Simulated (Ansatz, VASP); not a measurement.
# LuBW3: VASP beside Ansatz

```
CELL_PARAMETERS angstrom
3.99562 0.00000 0.00000
0.00000 3.99562 0.00000
0.00000 0.00000 5.05100
ATOMIC_POSITIONS crystal
Lu 0.00000 0.00000 0.98389
B 0.50000 0.50000 0.68722
W 0.00000 0.50000 0.50068
W 0.50000 0.50000 0.10014
W 0.50000 0.00000 0.50068
```

Change from the starting cell: species swapped into the PrBPt3 type (P4mm, No. 99).

Alike in both runs: task relaxation of cell and atoms; functional PBE; k mesh 4 × 4 × 4; occupations gaussian, width 0.1 eV; no spin polarisation.

|  | VASP | Ansatz |
| --- | --- | --- |
| version | VASP 6.6.1 | Ansatz 0.2.0 |
| potentials or method | VASP PAW PBE potentials, release 64 (Lu, B, W_sv), cutoff 600 eV | scalar-relativistic, plane waves, PAW |
| valence electrons in the cell | 70 | 70 |

Ansatz gave:

* gap on the k mesh at the Fermi level, each at its own relaxed structure (eV): none
* relaxed volume (Å³/atom): 16.31
* relaxed cell length with the largest relative difference (Å): 4.335

Question: Estimate VASP's values.

Answer: gap on the k mesh at the Fermi level, each at its own relaxed structure (eV): none; relaxed volume (Å³/atom): 16.34; relaxed cell length with the largest relative difference (Å): 4.339.

A gap of «none» marks a metal or a gap that the smearing closes.

The k mesh is coarse, so the values compare programs but aren't converged. Spin-orbit coupling is off throughout.
